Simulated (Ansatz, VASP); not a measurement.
# Two plane-wave programs on C

INCAR

```
  PREC = Accurate
  ENCUT = 520
  EDIFF = 1E-6
  ISMEAR = 0
  SIGMA = 0.05
  LREAL = False
  LASPH = True
  NELM = 60
  ALGO = Normal
  ISIF = 2
  LWAVE = False
  LCHARG = False
  GGA = CA
  NBANDS = 11
```

File KPOINTS:

```
Automatic mesh
0
Gamma
  12 12 12
```

The input POSCAR:

```
C
1.0
    0.0000000000      1.9136533530      1.7348691297
    1.6487878370      0.0000000000      1.7348691297
    1.6487878370      1.9136533530      0.0000000000
C
2
Direct
    0.5000000000      0.5000000000      0.5000000000
    0.7500000000      0.7500000000      0.7500000000
```

Input for Ansatz:

```yaml
crystal:
  lattice:
    - [0.0, 1.913653353, 1.7348691297]
    - [1.648787837, 0.0, 1.7348691297]
    - [1.648787837, 1.913653353, 0.0]
  atoms:
    - { symbol: C, position: [0.5, 0.5, 0.5] }
    - { symbol: C, position: [0.75, 0.75, 0.75] }
basis:
  ecutwfc: 520.0
kpoints:
  mp_grid: { grid: [12, 12, 12] }
hamiltonian:
  xc: lda
  pseudopotentials: { kind: paw, azcp: { folder: soft_1 } }
scf:
  occupations: { method: gaussian, width: 0.05 }
output:
  forces: true
  stress: true
  eigenvalues: true
```

Change from the starting cell: strain +e along x and -e along y -0.0750, strain +e along z and -e/2 along x and y -0.0175.

Alike in both runs: task single point; functional LDA; k mesh 12 × 12 × 12; occupations gaussian, width 0.05 eV; no spin polarisation.

```csv
,VASP,Ansatz
version,VASP 6.6.1,Ansatz 0.2.0
potentials or method,"VASP PAW LDA potentials, release 64 (C), cutoff 520 eV","scalar-relativistic, plane waves, PAW"
valence electrons in the cell,8,8
```

Ansatz gave:

| Item | Value |
| --- | --- |
| gap on the k mesh at the Fermi level (eV) | 1.72 |
| least direct gap on the mesh (eV) | 3.98 |
| pressure (GPa) | 3.1 |
| traceless stress, the component that is largest in VASP (GPa) | -87.46 |

Question: Which values does VASP return?

Answer: gap on the k mesh at the Fermi level (eV): 1.70; least direct gap on the mesh (eV): 3.98; pressure (GPa): 4.8; traceless stress, the component that is largest in VASP (GPa): -87.33.

Ansatz warns that its potentials were made for another functional, while VASP's fit it. LDA's correlation is that of Perdew and Zunger in VASP and of Perdew and Wang (1992) in Ansatz.
